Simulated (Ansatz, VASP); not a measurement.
One calculation of Ti, two programs

```
CELL_PARAMETERS angstrom
-1.70664 1.70664 1.50972
1.70664 -1.70664 1.50972
1.70664 1.70664 -1.50972
ATOMIC_POSITIONS crystal
Ti 0.00000 0.00000 0.00000
```

Change from the starting cell: strain +0.040 along x and y, -0.080 along z, atoms carried along.

Alike in both runs: task single point; functional r2SCAN; k mesh 20 × 20 × 20; occupations gaussian, width 0.15 eV; no spin polarisation.

```csv
,VASP,Ansatz
version,VASP 6.6.1,Ansatz 0.2.0
potentials or method,"VASP PAW PBE potentials, release 64 (Ti_sv), cutoff 520 eV","scalar-relativistic, plane waves, PAW"
valence electrons in the cell,12,12
```

Ansatz gave:

```
gap on the k mesh at the Fermi level (eV) : none
pressure (GPa)                            : -2.3
```

Task: Estimate VASP's values.

Result: gap on the k mesh at the Fermi level (eV): none; pressure (GPa): -2.0.

VASP's potentials were made for PBE, not for r2SCAN. A gap of «none» marks a metal or a gap that the smearing closes.
